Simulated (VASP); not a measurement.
# Y (R-3m) in VASP: notebook

Runs on Y. Level: LDA. Tasks: single point.

All numbers are computed with VASP 6.6.1; they aren't measurements. Logs are shortened: lines on timing, memory, paths and dates and some standing lists are left out, and cuts for length are marked.

### 1 The cell of the first run

It takes space group R-3m (No. 166, trigonal). The conventional cell has a = 3.497 Å, b = 3.497 Å, c = 8.694 Å, α = 90.00°, β = 90.00°, γ = 120.00°. Y (site symmetry -3m) has 12 Y at 3.50 to 3.53 Å within 4.6 Å.

### 2 Single point, LDA (equal xy, yz and zx shear strains of +1 %)

File INCAR:

```
PREC     = Accurate       # precision mode
ENCUT    = 520            # plane-wave cutoff, eV
EDIFF    = 1E-6           # SCF threshold, eV
ISMEAR   = -1             # smearing method
SIGMA    = 0.05           # smearing width, eV
LREAL    = False          # projectors in reciprocal space
LASPH    = True           # aspherical terms in the spheres
NELM     = 100            # most SCF steps
ALGO     = Normal         # electronic algorithm
ISIF     = 2              # what is computed and relaxed
LWAVE    = False          # write WAVECAR
LCHARG   = True           # write CHGCAR
LELF     = True           # ELF
LVHAR    = True         
NBANDS   = 12             # bands
```

File KPOINTS:

```
regular mesh
0
Gamma
  13 13 13
```

File POSCAR:

```
Y
1.0
    0.0248500000      2.4974250000      2.4974250000
    2.4974250000      0.0248500000      2.4974250000
    2.4974250000      2.4974250000      0.0248500000
Y
1
Direct
    0.0000000000      0.0000000000      0.0000000000
```

Potentials or basis: VASP PAW LDA potentials, release 64 (Y_sv).

Command:

```
> cat potpaw_LDA.64/Y_sv/POTCAR > POTCAR
> mpirun -np 1 vasp_std > vasp.out
```

OUTCAR:

```text
PREC = Accurate
   ENCUT = 520
   EDIFF = 1E-6
   ISMEAR = -1
   LREAL = False
   LASPH = True
   NELM = 100
   ISIF = 2

 ion  position               nearest neighbor table
   1  0.000  0.000  0.000-

  LATTYP: Found a trigonal (rhomboedric) cell.
 ALAT       =     3.5319797258
 COS(alpha) =     0.5099250056

  Lattice vectors:

 A1 = (   0.0248500000,   2.4974250000,   2.4974250000)
 A2 = (   2.4974250000,   0.0248500000,   2.4974250000)
 A3 = (   2.4974250000,   2.4974250000,   0.0248500000)

Analysis of symmetry for initial positions (statically):
=====================================================================
 Subroutine PRICEL returns:
 Original cell was already a primitive cell.

 Routine SETGRP: Setting up the symmetry group for a
 trigonal (rhombohedral) supercell.

 Subroutine GETGRP returns: Found 12 space group operations
 (whereof 12 operations were pure point group operations)
 out of a pool of 12 trial point group operations.

The static configuration has the point symmetry D_3d.

Analysis of symmetry for dynamics (positions and initial velocities):
=====================================================================
 Subroutine PRICEL returns:
 Original cell was already a primitive cell.

 Routine SETGRP: Setting up the symmetry group for a
 trigonal (rhombohedral) supercell.

 Subroutine GETGRP returns: Found 12 space group operations
 (whereof 12 operations were pure point group operations)
 out of a pool of 12 trial point group operations.

The dynamic configuration has the point symmetry D_3d.

 Subroutine INISYM returns: Found 12 space group operations
 (whereof 12 operations are pure point group operations),
 and found     1 'primitive' translations

----------------------------------------------------------------------------------------

                                     Primitive cell

  volume of cell :      30.6886

  direct lattice vectors                    reciprocal lattice vectors
     0.024850000  2.497425000  2.497425000    -0.203219416  0.201217254  0.201217254
     2.497425000  0.024850000  2.497425000     0.201217254 -0.203219416  0.201217254
     2.497425000  2.497425000  0.024850000     0.201217254  0.201217254 -0.203219416

  length of vectors
     3.531979726  3.531979726  3.531979726     0.349678278  0.349678278  0.349678278

  position of ions in fractional coordinates (direct lattice)
     0.000000000  0.000000000  0.000000000

  ion indices of the primitive-cell ions
   primitive index   ion index
                 1           1

----------------------------------------------------------------------------------------

 KPOINTS: regular mesh

Automatic generation of k-mesh.
 Grid dimensions read from file:
 generate k-points for:   13   13   13

 Generating k-lattice:

  Cartesian coordinates                     Fractional coordinates (reciprocal lattice)
    -0.015632263  0.015478250  0.015478250     0.076923077  0.000000000  0.000000000
     0.015478250 -0.015632263  0.015478250     0.000000000  0.076923077  0.000000000
     0.015478250  0.015478250 -0.015632263     0.000000000  0.000000000  0.076923077

  Length of vectors
     0.026898329  0.026898329  0.026898329

  Shift w.r.t. Gamma in fractional coordinates (k-lattice)
     0.000000000  0.000000000  0.000000000

 Subroutine IBZKPT returns following result:
 ===========================================

 Found    231 irreducible k-points:

 Following reciprocal coordinates:
            Coordinates               Weight
  0.000000  0.000000  0.000000      1.000000
  0.076923  0.000000 -0.000000      6.000000
  0.153846  0.000000  0.000000      6.000000
  0.230769  0.000000  0.000000      6.000000
  0.307692  0.000000  0.000000      6.000000
  0.384615 -0.000000 -0.000000      6.000000
[... 16 lines left out ...]
  0.384615  0.153846 -0.000000     12.000000
  0.461538  0.153846  0.000000     12.000000
 [... further k-points ...]
   k-points           NKPTS =    231   k-points in BZ     NKDIM =    231   number of bands    NBANDS=     12
   number of dos      NEDOS =    301   number of ions     NIONS =      1
   total plane-waves  NPLWV =  21952
   dimension x,y,z NGX =    28 NGY =   28 NGZ =   28
   dimension x,y,z NGXF=    56 NGYF=   56 NGZF=   56
   ions per type =               1
   NGX,Y,Z   is equivalent  to a cutoff of  13.18, 13.18, 13.18 a.u.
   NGXF,Y,Z  is equivalent  to a cutoff of  26.36, 26.36, 26.36 a.u.
 SYSTEM =  unknown system
   PREC   = accura    normal or accurate (medium, high low for compatibility)
   ISTART =      0    job   : 0-new  1-cont  2-samecut
   ICHARG =      2    charge: 1-file 2-atom 10-const
   ISPIN  =      1    spin polarized calculation?
   LNONCOLLINEAR =      F non collinear calculations
   LSORBIT =      F    spin-orbit coupling
   LASPH  =      T    aspherical Exc in radial PAW
   ENCUT  =  520.0 eV  38.22 Ry    6.18 a.u.   6.57  6.57  6.57*2*pi/ulx,y,z
   NELM   =    100;   NELMIN=  2; NELMDL= -5     # of ELM steps
   EDIFF  = 0.1E-05   stopping-criterion for ELM
   LREAL  =      F    real-space projection
   EDIFFG = 0.1E-04   stopping-criterion for IOM
   NSW    =      0    number of steps for IOM
   IBRION =     -1    ionic relax: 0-MD 1-quasi-New 2-CG
   NFREE  =      0    steps in history (QN), initial steepest desc. (CG)
   ISIF   =      2    stress and relaxation
   ISYM   =      2    0-nonsym 1-usesym 2-fastsym
   POTIM  = 0.5000    time-step for ionic-motion
   TEBEG  =    0.0;   TEEND  =   0.0 temperature during run
   PSTRESS=    0.0 pullay stress
   NELECT =      11.0000    total number of electrons
   NUPDOWN=      -1.0000    fix difference up-down
   EMIN   =  10.00;   EMAX   =-10.00  energy-range for DOS
   EFERMI =   0.00;   METHOD = LEGACY
   ISMEAR =    -1;   SIGMA  =   0.05  broadening in eV -4-tet -1-fermi 0-gaus
   EFERMI_NEDOS =   21; number of points for ismear=-14 and -15
   IALGO  =     38    algorithm
   IMIX   =      4    mixing-type and parameters
     AMIX     =   0.40;   BMIX     =  1.00
     AMIX_MAG =   1.60;   BMIX_MAG =  1.00
  volume/ion in A,a.u.               =      30.69       207.10
  Fermi-wavevector in a.u.,A,eV,Ry     =   1.162912  2.197585 18.400031  1.352364
  Thomas-Fermi vector in A             =   2.299468
   LORBIT       =      0    0 simple, 1 ext, 2 COOP (PROOUT), +10 PAW based schemes
   GGA     = CA    functional components
   LHFCALC =     F    Hartree Fock is set to
   AEXX    =    0.0000 exact exchange contribution
   IVDW    =     0    specifies the selected vdW correction
   LEPSILON=     F    determine dielectric tensor
   LRPA    =     F    only Hartree local field effects (RPA)
 non-spin polarized calculation
  energy-cutoff  :      520.00
  volume of cell :       30.69
 maximum number of plane-waves:       869
   NGX = 13   NGY = 13   NGZ = 13

 number of electron      11.0000000 magnetization

 Free energy of the ion-electron system (eV)
  ---------------------------------------------------
  ext. energy  EPLUGINS =         0.00000000
  ---------------------------------------------------
  free energy    TOTEN  =        -6.93663438 eV

  energy without entropy =       -6.92478380  energy(sigma->0) =       -6.93070909

 E-fermi :   3.2102     XC(G=0):  -9.9062

 val. band max:        3.2076012216   @ k =  -0.1538   0.4615   0.0769
 cond. band min:       3.2180511497   @ k =  -0.1538  -0.3846   0.0769
 fundamental gap:      0.0104499281
 Fermi energy:         3.2101566580

 k-point     1 :       0.0000    0.0000    0.0000
  band No.  band energies     occupation
      1     -39.0972      2.00000
      2     -18.8742      2.00000
      3     -18.8594      2.00000
      4     -18.8594      2.00000
      5      -1.6127      2.00000
      6       4.8855      0.00000
      7       5.0620      0.00000
      8       5.0620      0.00000
      9       7.1497      0.00000
     10       7.1497      0.00000
     11      12.4203      0.00000
     12      15.6449      0.00000

 k-point     2 :       0.0769    0.0000   -0.0000
  band No.  band energies     occupation
      1     -39.0921      2.00000
      2     -18.9049      2.00000
      3     -18.8772      2.00000
      4     -18.8651      2.00000
      5      -1.4529      2.00000
      6       4.8492      0.00000
      7       4.9951      0.00000
      8       5.1426      0.00000
      9       7.0584      0.00000
     10       7.0634      0.00000
     11      12.7851      0.00000
     12      15.1916      0.00000

 k-point     3 :       0.1538    0.0000    0.0000
  band No.  band energies     occupation
      1     -39.0782      2.00000
      2     -19.0227      2.00000
      3     -18.8919      2.00000
      4     -18.8810      2.00000
      5      -1.0002      2.00000
      6       4.4549      0.00000
      7       5.1393      0.00000
      8       5.3205      0.00000
      9       6.9059      0.00000
     10       6.9217      0.00000
     11      13.4686      0.00000
     12      14.3591      0.00000
[... 286 lines left out ...]
 k-point    23 :       0.3846    0.1538   -0.0000
  band No.  band energies     occupation
      1     -39.0209      2.00000
      2     -19.3862      2.00000
      3     -19.0009      2.00000
      4     -18.9923      2.00000
      5       1.0236      2.00000
      6       3.3910      0.05237
      7       4.5082      0.00000
      8       5.5632      0.00000
      9       7.5664      0.00000
     10       8.4341      0.00000
     11      12.6094      0.00000
     12      14.5467      0.00000

 k-point    24 :       0.4615    0.1538    0.0000
  band No.  band energies     occupation
      1     -39.0071      2.00000
      2     -19.4797      2.00000
      3     -19.0364      2.00000
      4     -18.9977      2.00000
      5       1.4956      2.00000
      6       3.4171      0.03136
      7       4.4020      0.00000
      8       5.3788      0.00000
      9       8.4781      0.00000
     10       8.7843      0.00000
     11      11.5414      0.00000
     12      13.7756      0.00000

 [... further k-points ...]
[... 5 lines left out ...]
  --------------------------------------------------------------------------------------
  -------------------------------------------------------------------------------------
  Total       -0.3661472     -0.3661472     -0.3661472     -0.0643348     -0.0643348     -0.0643348
  in kB      -19.1156707    -19.1156707    -19.1156707     -3.3587682     -3.3587682     -3.3587682
  external PRESSURE =     -19.1156707 kB  Pullay stress =       0.0000000 kB

 VOLUME and BASIS-vectors are now :
 -----------------------------------------------------------------------------
  energy-cutoff  :      520.00
  volume of cell :       30.69
      direct lattice vectors                 reciprocal lattice vectors
     0.024850000  2.497425000  2.497425000    -0.203219416  0.201217254  0.201217254
     2.497425000  0.024850000  2.497425000     0.201217254 -0.203219416  0.201217254
     2.497425000  2.497425000  0.024850000     0.201217254  0.201217254 -0.203219416

 POSITION                                       TOTAL-FORCE (eV/Angst)
 -----------------------------------------------------------------------------------
      0.00000      0.00000      0.00000        -0.000000      0.000000     -0.000000
 -----------------------------------------------------------------------------------
    total drift:                               -0.000000     -0.000000     -0.000000

  FREE ENERGIE OF THE ION-ELECTRON SYSTEM (eV)
  ---------------------------------------------------
  free  energy   TOTEN  =        -6.9366343800 eV

  energy  without entropy=       -6.9247837969  energy(sigma->0) =       -6.93070909
```

Run time: 32 s. Hardware: 1 thread of Intel Xeon 6975P-C (Granite Rapids), shared host; peak memory 0.23 GiB.

Results:

```
Free energy            : -6.9366 eV
Pressure               : -1.9 GPa
Band gap on the k mesh : zero (an odd number of electrons rules out a gap without spin polarisation)
```

Levels at points of the mesh, in eV from the Fermi level:
```csv
k point,band 1,band 2,band 3,band 4,band 5,band 6,band 7,band 8,band 9,band 10
"(0.00, 0.00, 0.00)",-42.31,-22.08,-22.07,-22.07,-4.82,1.68,1.85,1.85,3.94,3.94
```

Caveat: the cell differs from its parent crystal (equal xy, yz and zx shear strains of +1 %).

### 3 Single point, LDA (equal xy, yz and zx shear strains of +2 %)

File INCAR:

```
PREC = Accurate
ENCUT = 520
EDIFF = 1E-6
ISMEAR = -1
SIGMA = 0.05
LREAL = F
LASPH = T
NELM = 60
ALGO = Normal
ISIF = 2
LWAVE = F
LCHARG = F
NBANDS = 12
```

KPOINTS is that of step 2.

File POSCAR:

```
Y
1.0
    0.0497000000      2.5098500000      2.5098500000
    2.5098500000      0.0497000000      2.5098500000
    2.5098500000      2.5098500000      0.0497000000
Y
1
Direct
    0.0000000000      0.0000000000      0.0000000000
```

Potentials or basis: VASP PAW LDA potentials, release 64 (Y_sv).

Command:

```
> cat potpaw_LDA.64/Y_sv/POTCAR > POTCAR
> mpirun -np 1 vasp_std > vasp.out
```

Run time: 31 s. Hardware: 1 thread of Intel Xeon 6975P-C (Granite Rapids), shared host; peak memory 0.23 GiB.

It converged, with:

| Item | Value |
| --- | --- |
| Free energy | -6.9338 eV |
| Pressure | -1.9 GPa |
| Band gap on the k mesh | zero (an odd number of electrons rules out a gap without spin polarisation) |

Stress tensor (GPa, compression positive):
```
-1.89 -0.68 -0.68
-0.68 -1.89 -0.68
-0.68 -0.68 -1.89
```

Levels at points of the mesh, in eV from the Fermi level:
```tsv
k point	band 2	band 3	band 4	band 5	band 6	band 7	band 8	band 9
(0.00, 0.00, 0.00)	-22.09	-22.06	-22.06	-4.82	1.56	1.90	1.90	3.95
```

Caveat: the cell differs from its parent crystal (equal xy, yz and zx shear strains of +2 %).
